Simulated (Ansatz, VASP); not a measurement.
This is a calculation of Ga for VASP 6.6.1.

Contents of INCAR:

```
SYSTEM = Ga
ALGO = Normal ; EDIFF = 1E-6
ENCUT = 520 ; ISIF = 2
ISMEAR = -1 ; LASPH = .TRUE.
LCHARG = .FALSE. ; LREAL = .FALSE.
LWAVE = .FALSE. ; NBANDS = 20
NELM = 80 ; PREC = Accurate
SIGMA = 0.05
```

KPOINTS

```
k-points
0
G
  10 10 8
  0 0 0
```

File POSCAR:

```
Ga
1.0
    1.4402681631     -4.0377172988      0.0000000000
    1.4402681631      4.0377172988      0.0000000000
    0.0000000000      0.0000000000      3.1487241912
Ga
2
Direct
    0.1330000000      0.8670000000      0.7500000000
    0.8670000000      0.1330000000      0.2500000000
```

Potentials or basis: VASP PAW LDA potentials, release 64 (Ga_d).

Command:

```sh
$ cat potpaw_LDA.64/Ga_d/POTCAR > POTCAR
$ mpirun -np 1 vasp_std > vasp.out
```

Problem. Set up the same calculation for Ansatz 0.2.0. Potentials there: Ansatz PAW.

Solution. As run (the cutoff follows the program's own potentials):

input.yaml

```yaml
crystal:
  lattice:
    - [1.4402681631, -4.0377172988, 0.0]
    - [1.4402681631, 4.0377172988, 0.0]
    - [0.0, 0.0, 3.1487241912]
  atoms:
    - { symbol: Ga, position: [0.133, 0.867, 0.75] }
    - { symbol: Ga, position: [0.867, 0.133, 0.25] }
hamiltonian:
  xc: lda
  pseudopotentials: { kind: paw }
kpoints:
  mp_grid: { grid: [10, 10, 8] }
scf:
  occupations: { method: fermi_dirac, width: 0.05 }
output:
  forces: true
  stress: true
  eigenvalues: true
```

Potentials or basis: Ansatz PAW.

Command:

```bash
$ ansatz run input.yaml --threads 1 --pin off --max-ram 3584MiB --backend cpu --events-out ev --progress --plain --runs-dir out
```

Both were run:

|  | VASP | Ansatz | Ansatz less VASP |
| --- | --- | --- | --- |
| gap on the k mesh at the Fermi level (eV) | none | none | - |
| pressure (GPa) | -3.1 | -3.1 | -0.06 |
| traceless stress, the component that is largest in VASP (GPa) | -1.62 | -1.58 | +0.038 |
| rms of the force components (eV/Å) | 0.121 | 0.120 | -0.0010 |

LDA's correlation is that of Perdew and Zunger in VASP and of Perdew and Wang (1992) in Ansatz. Atom by atom the forces differ by 0.001 eV/Å (rms over components). A gap of «none» marks a metal or a gap that the smearing closes.
